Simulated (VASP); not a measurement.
# W (R-3m) in VASP: a series of runs

W is run at these levels: PBE; tasks: single point.

Program: VASP 6.6.1. These are calculated values, not measurements. Logs are shortened: lines on timing, memory, paths and dates and some standing lists are left out, and cuts for length are marked.

## Step 1: The cell of the first run

It takes space group R-3m (No. 166, trigonal). The conventional cell has a = 3.546 Å, b = 3.546 Å, c = 4.801 Å, α = 90.00°, β = 90.00°, γ = 120.00°. Within 3.4 Å of W (site symmetry -3m) lie 6 W at 2.60 Å.

## Step 2: Single point, PBE

File INCAR:

```
SYSTEM = W
ALGO = Fast
EDIFF = 1E-7
ENCUT = 520
GGA = PE
ISIF = 2
ISMEAR = 0
LASPH = .True.
LCHARG = .False.
LREAL = .False.
LWAVE = .False.
NBANDS = 13
NELM = 100
PREC = Accurate
SIGMA = 0.15
```

File KPOINTS:

```
k-points
0
Gamma
  22 22 22
  0 0 0
```

File POSCAR:

```
W
1.0
   -0.7475517353      1.7597490706      1.7597490706
    1.7597490706     -0.7475517353      1.7597490706
    1.7597490706      1.7597490706     -0.7475517353
W
1
Direct
    0.0000000000      0.0000000000      0.0000000000
```

Potentials or basis: VASP PAW PBE potentials, release 64 (W_sv).

Run with:

```
$ cat potpaw_PBE.64/W_sv/POTCAR > POTCAR
$ mpirun -np 1 vasp_std > vasp.out
```

OUTCAR:

```text
SYSTEM = W
   EDIFF = 1E-7
   ENCUT = 520
   GGA = PE
   ISIF = 2
   ISMEAR = 0
   LASPH = .True.
   LREAL = .False.
   NELM = 100
   PREC = Accurate

 ion  position               nearest neighbor table
   1  0.000  0.000  0.000-

  LATTYP: Found a trigonal (rhomboedric) cell.
 ALAT       =     2.5985124937
 COS(alpha) =     0.0689708858

  Lattice vectors:

 A1 = (  -0.7475517353,   1.7597490706,   1.7597490706)
 A2 = (   1.7597490706,  -0.7475517353,   1.7597490706)
 A3 = (   1.7597490706,   1.7597490706,  -0.7475517353)

Analysis of symmetry for initial positions (statically):
=====================================================================
 Subroutine PRICEL returns:
 Original cell was already a primitive cell.

 Routine SETGRP: Setting up the symmetry group for a
 trigonal (rhombohedral) supercell.

 Subroutine GETGRP returns: Found 12 space group operations
 (whereof 12 operations were pure point group operations)
 out of a pool of 12 trial point group operations.

The static configuration has the point symmetry D_3d.

Analysis of symmetry for dynamics (positions and initial velocities):
=====================================================================
 Subroutine PRICEL returns:
 Original cell was already a primitive cell.

 Routine SETGRP: Setting up the symmetry group for a
 trigonal (rhombohedral) supercell.

 Subroutine GETGRP returns: Found 12 space group operations
 (whereof 12 operations were pure point group operations)
 out of a pool of 12 trial point group operations.

The dynamic configuration has the point symmetry D_3d.

 Subroutine INISYM returns: Found 12 space group operations
 (whereof 12 operations are pure point group operations),
 and found     1 'primitive' translations

----------------------------------------------------------------------------------------

                                     Primitive cell

  volume of cell :      17.4260

  direct lattice vectors                    reciprocal lattice vectors
    -0.747551735  1.759749071  1.759749071    -0.145637736  0.253197536  0.253197536
     1.759749071 -0.747551735  1.759749071     0.253197536 -0.145637736  0.253197536
     1.759749071  1.759749071 -0.747551735     0.253197536  0.253197536 -0.145637736

  length of vectors
     2.598512494  2.598512494  2.598512494     0.386559613  0.386559613  0.386559613

  position of ions in fractional coordinates (direct lattice)
     0.000000000  0.000000000  0.000000000

  ion indices of the primitive-cell ions
   primitive index   ion index
                 1           1

----------------------------------------------------------------------------------------

 KPOINTS: k-points

Automatic generation of k-mesh.
 Grid dimensions read from file:
 generate k-points for:   22   22   22

 Generating k-lattice:

  Cartesian coordinates                     Fractional coordinates (reciprocal lattice)
    -0.006619897  0.011508979  0.011508979     0.045454545  0.000000000  0.000000000
     0.011508979 -0.006619897  0.011508979     0.000000000  0.045454545  0.000000000
     0.011508979  0.011508979 -0.006619897     0.000000000  0.000000000  0.045454545

  Length of vectors
     0.017570892  0.017570892  0.017570892

  Shift w.r.t. Gamma in fractional coordinates (k-lattice)
     0.000000000  0.000000000  0.000000000

 Subroutine IBZKPT returns following result:
 ===========================================

 Found   1024 irreducible k-points:

 Following reciprocal coordinates:
            Coordinates               Weight
  0.000000  0.000000  0.000000      1.000000
  0.045455  0.000000  0.000000      6.000000
  0.090909  0.000000  0.000000      6.000000
  0.136364  0.000000  0.000000      6.000000
  0.181818 -0.000000 -0.000000      6.000000
  0.227273  0.000000  0.000000      6.000000
[... 16 lines left out ...]
  0.500000  0.045455 -0.000000     12.000000
 -0.454545  0.045455  0.000000     12.000000
 [... further k-points ...]
   k-points           NKPTS =   1024   k-points in BZ     NKDIM =   1024   number of bands    NBANDS=     13
   number of dos      NEDOS =    301   number of ions     NIONS =      1
   total plane-waves  NPLWV =   8000
   dimension x,y,z NGX =    20 NGY =   20 NGZ =   20
   dimension x,y,z NGXF=    40 NGYF=   40 NGZF=   40
   ions per type =               1
   NGX,Y,Z   is equivalent  to a cutoff of  12.80, 12.80, 12.80 a.u.
   NGXF,Y,Z  is equivalent  to a cutoff of  25.59, 25.59, 25.59 a.u.
 SYSTEM =  W
   PREC   = accura    normal or accurate (medium, high low for compatibility)
   ISTART =      0    job   : 0-new  1-cont  2-samecut
   ICHARG =      2    charge: 1-file 2-atom 10-const
   ISPIN  =      1    spin polarized calculation?
   LNONCOLLINEAR =      F non collinear calculations
   LSORBIT =      F    spin-orbit coupling
   LASPH  =      T    aspherical Exc in radial PAW
   ENCUT  =  520.0 eV  38.22 Ry    6.18 a.u.   4.83  4.83  4.83*2*pi/ulx,y,z
   NELM   =    100;   NELMIN=  2; NELMDL= -5     # of ELM steps
   EDIFF  = 0.1E-06   stopping-criterion for ELM
   LREAL  =      F    real-space projection
   EDIFFG = 0.1E-05   stopping-criterion for IOM
   NSW    =      0    number of steps for IOM
   IBRION =     -1    ionic relax: 0-MD 1-quasi-New 2-CG
   NFREE  =      0    steps in history (QN), initial steepest desc. (CG)
   ISIF   =      2    stress and relaxation
   ISYM   =      2    0-nonsym 1-usesym 2-fastsym
   POTIM  = 0.5000    time-step for ionic-motion
   TEBEG  =    0.0;   TEEND  =   0.0 temperature during run
   PSTRESS=    0.0 pullay stress
   NELECT =      14.0000    total number of electrons
   NUPDOWN=      -1.0000    fix difference up-down
   EMIN   =  10.00;   EMAX   =-10.00  energy-range for DOS
   EFERMI =   0.00;   METHOD = LEGACY
   ISMEAR =     0;   SIGMA  =   0.15  broadening in eV -4-tet -1-fermi 0-gaus
   EFERMI_NEDOS =   21; number of points for ismear=-14 and -15
   IALGO  =     68    algorithm
   IMIX   =      4    mixing-type and parameters
     AMIX     =   0.40;   BMIX     =  1.00
     AMIX_MAG =   1.60;   BMIX_MAG =  1.00
  volume/ion in A,a.u.               =      17.43       117.60
  Fermi-wavevector in a.u.,A,eV,Ry     =   1.521896  2.875966 31.513366  2.316167
  Thomas-Fermi vector in A             =   2.630549
   LORBIT       =      0    0 simple, 1 ext, 2 COOP (PROOUT), +10 PAW based schemes
   GGA     = PE    functional components
   LHFCALC =     F    Hartree Fock is set to
   AEXX    =    0.0000 exact exchange contribution
   IVDW    =     0    specifies the selected vdW correction
   LEPSILON=     F    determine dielectric tensor
   LRPA    =     F    only Hartree local field effects (RPA)
 non-spin polarized calculation
 RMM-DIIS sequential band-by-band and
 Gauss-broadening in eV      SIGMA  =   0.15
  energy-cutoff  :      520.00
  volume of cell :       17.43
 maximum number of plane-waves:       495
   NGX =  9   NGY =  9   NGZ =  9

 number of electron      14.0000005 magnetization

 Free energy of the ion-electron system (eV)
  ---------------------------------------------------
  ext. energy  EPLUGINS =         0.00000000
  ---------------------------------------------------
  free energy    TOTEN  =       -11.55581011 eV

  energy without entropy =      -11.54764342  energy(sigma->0) =      -11.55172676

 E-fermi :  10.0435     XC(G=0): -12.9688

 val. band max:       10.0426818527   @ k =  -0.3182   0.3182   0.0909
 cond. band min:      10.0443937279   @ k =  -0.2273   0.3636   0.1364
 fundamental gap:      0.0017118752
 Fermi energy:        10.0434952463

 k-point     1 :       0.0000    0.0000    0.0000
  band No.  band energies     occupation
      1     -64.0519      2.00000
      2     -27.6438      2.00000
      3     -27.6438      2.00000
      4     -27.4997      2.00000
      5       1.1856      2.00000
      6       5.5278      2.00000
      7       5.5278      2.00000
      8      14.8063      0.00000
      9      14.8063      0.00000
     10      15.0279      0.00000
     11      24.1263      0.00000
     12      25.5540      0.00000
     13      25.5540      0.00000

 k-point     2 :       0.0455    0.0000    0.0000
  band No.  band energies     occupation
      1     -64.0496      2.00000
      2     -27.6651      2.00000
      3     -27.6413      2.00000
      4     -27.5079      2.00000
      5       1.2576      2.00000
      6       5.5457      2.00000
      7       5.6023      2.00000
      8      14.6847      0.00000
      9      14.7544      0.00000
     10      14.9678      0.00000
     11      24.1493      0.00000
     12      25.2943      0.00000
     13      25.7347      0.00000

 k-point     3 :       0.0909    0.0000    0.0000
  band No.  band energies     occupation
      1     -64.0428      2.00000
      2     -27.7406      2.00000
      3     -27.6337      2.00000
      4     -27.5179      2.00000
      5       1.4660      2.00000
      6       5.5985      2.00000
      7       5.8249      2.00000
      8      14.3496      0.00000
      9      14.4832      0.00000
     10      14.9333      0.00000
     11      23.7563      0.00000
     12      25.1688      0.00000
     13      26.2434      0.00000
[... 305 lines left out ...]
 k-point    23 :       0.5000    0.0455   -0.0000
  band No.  band energies     occupation
      1     -63.9344      2.00000
      2     -29.0407      2.00000
      3     -27.5304      2.00000
      4     -27.4348      2.00000
      5       4.8391      2.00000
      6       6.5403      2.00000
      7       9.0000      2.00000
      8      11.0896      0.00000
      9      11.4244      0.00000
     10      15.1707      0.00000
     11      19.8439      0.00000
     12      24.1950      0.00000
     13      28.3143      0.00000

 k-point    24 :      -0.4545    0.0455    0.0000
  band No.  band energies     occupation
      1     -63.9367      2.00000
      2     -29.0144      2.00000
      3     -27.5336      2.00000
      4     -27.4375      2.00000
      5       4.7520      2.00000
      6       6.5160      2.00000
      7       9.0718      2.00000
      8      11.1710      0.00000
      9      11.3718      0.00000
     10      15.1540      0.00000
     11      19.7059      0.00000
     12      24.2634      0.00000
     13      28.3109      0.00000

 [... further k-points ...]
[... 5 lines left out ...]
  --------------------------------------------------------------------------------------
  -------------------------------------------------------------------------------------
  Total        1.2779657      1.2779657      1.2779657      0.7878042      0.7878042      0.7878042
  in kB      117.4984305    117.4984305    117.4984305     72.4321143     72.4321143     72.4321143
  external PRESSURE =     117.4984305 kB  Pullay stress =       0.0000000 kB

 VOLUME and BASIS-vectors are now :
 -----------------------------------------------------------------------------
  energy-cutoff  :      520.00
  volume of cell :       17.43
      direct lattice vectors                 reciprocal lattice vectors
    -0.747551735  1.759749071  1.759749071    -0.145637736  0.253197536  0.253197536
     1.759749071 -0.747551735  1.759749071     0.253197536 -0.145637736  0.253197536
     1.759749071  1.759749071 -0.747551735     0.253197536  0.253197536 -0.145637736

 POSITION                                       TOTAL-FORCE (eV/Angst)
 -----------------------------------------------------------------------------------
      0.00000      0.00000      0.00000        -0.000000     -0.000000      0.000000
 -----------------------------------------------------------------------------------
    total drift:                                0.000000     -0.000000     -0.000000

  FREE ENERGIE OF THE ION-ELECTRON SYSTEM (eV)
  ---------------------------------------------------
  free  energy   TOTEN  =       -11.5558101056 eV

  energy  without entropy=      -11.5476434214  energy(sigma->0) =      -11.55172676
```

Run time: 88 s. Hardware: 1 thread of Intel Xeon 6975P-C (Granite Rapids), shared host; peak memory 0.31 GiB.

Results:

- Free energy: -11.5558 eV
- Pressure: 11.7 GPa
- Band gap on the k mesh: zero (band 7 reaches 11.92 eV, above the bottom of band 8 at 9.11 eV)

Caveat: spin-orbit coupling is left out, which moves the levels of the heavy elements.

## Step 3: Single point, PBE

This run uses another cell than the first one, of the same volume but with other edges.

File INCAR:

```
SYSTEM = W
  PREC = Accurate
  ENCUT = 520
  EDIFF = 1E-6
  ISMEAR = 0
  SIGMA = 0.15
  LREAL = .FALSE.
  LASPH = .TRUE.
  NELM = 80
  ALGO = Fast
  ISIF = 2
  LWAVE = .FALSE.
  LCHARG = .FALSE.
  GGA = PE
  NBANDS = 13
```

File KPOINTS:

```
regular mesh
0
G
  22 22 22
  0 0 0
```

File POSCAR:

```
W
1.0
   -1.4169279688      1.6405300664      1.6405300664
    1.6405300664     -1.4169279688      1.6405300664
    1.6405300664      1.6405300664     -1.4169279688
W
1
Direct
    0.0000000000      0.0000000000      0.0000000000
```

Potentials or basis: VASP PAW PBE potentials, release 64 (W_sv).

Run with:

```
$ cat potpaw_PBE.64/W_sv/POTCAR > POTCAR
$ mpirun -np 1 vasp_std > vasp.out
```

Run time: 66 s. Hardware: 1 thread of Intel Xeon 6975P-C (Granite Rapids), shared host; peak memory 0.3 GiB.

It converged, with:

```
Free energy            : -12.6266 eV
Pressure               : -12.7 GPa
Band gap on the k mesh : zero (band 7 reaches 11.71 eV, above the bottom of band 8 at 9.22 eV)
```

Stress tensor (GPa, compression positive):
```
-12.66 -10.85 -10.85
-10.85 -12.66 -10.85
-10.85 -10.85 -12.66
```

Levels at points of the mesh, in eV from the Fermi level:
```csv
k point,band 4,band 5,band 6,band 7,band 8,band 9,band 10,band 11
"(0.00, 0.00, 0.00)",-37.95,-9.20,-2.64,-2.64,0.83,2.63,2.63,13.30
"(0.50, 0.00, 0.00)",-37.93,-5.90,-3.57,-0.49,2.54,2.95,3.67,9.19
"(0.50, 0.50, 0.00)",-38.02,-5.72,-3.39,1.38,1.67,1.84,6.08,9.39
"(0.50, 0.50, 0.50)",-38.66,-5.23,-5.23,1.39,5.71,5.71,6.72,8.25
```

Caveat: spin-orbit coupling is left out, which moves the levels of the heavy elements.
